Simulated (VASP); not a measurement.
Set up this calculation in VASP 6.6.1, as the native input.

| Item | Value |
| --- | --- |
| Task | single point |
| Functional | PBEsol |
| Potentials or basis | VASP PAW PBE potentials, release 64 (Ga_d, As) |
| Cutoff | 500 eV |
| k mesh | 10 × 10 × 10 |
| Occupations | gaussian, width 0.01 eV |
| Spin | no spin polarisation |
| Dipole correction | no |
| Further INCAR settings | ALGO = Normal; EDIFF = 1e-06; NBANDS = 16 |

The structure of GaAs lies in POSCAR:

```
GaAs
1.0
    0.0000000000      2.7191670983      2.9265742757
    2.7191670983      0.0000000000      2.9265742757
    2.7191670983      2.7191670983      0.0000000000
Ga As
1 1
Direct
    0.0000000000      0.0000000000      0.0000000000
    0.2500000000      0.2500000000      0.2500000000
```

These files were run (other wordings do the same):

INCAR

```
SYSTEM = GaAs
ALGO = Normal ; EDIFF = 1E-6
ENCUT = 500 ; GGA = PS
GGA_COMPAT = .False. ; ISIF = 2
ISMEAR = 0 ; LASPH = .True.
LCHARG = .False. ; LREAL = .False.
LWAVE = .False. ; NBANDS = 16
NELM = 120 ; PREC = Accurate
SIGMA = 0.01
```

KPOINTS

```
k-points
0
Gamma
  10 10 10
  0 0 0
```

Potentials or basis: VASP PAW PBE potentials, release 64 (Ga_d, As).

The run is started by

```bash
$ cat potpaw_PBE.64/Ga_d/POTCAR potpaw_PBE.64/As/POTCAR > POTCAR
$ mpirun -np 1 vasp_std > vasp.out
```

It gave:

* Pressure: 3.6 GPa
* Band gap on the k mesh: 0.57 eV

Caveat: the stress differs along the axes, from 0 to 5 GPa; semilocal functionals underestimate gaps, and a narrow one can read as zero; the PAW data sets were made with another functional, which shifts forces and pressure a little.

It took 95 s on 1 thread of Intel(R) Xeon(R) Platinum 8488C (Sapphire Rapids) (shared host), peak memory 0.21 GiB.
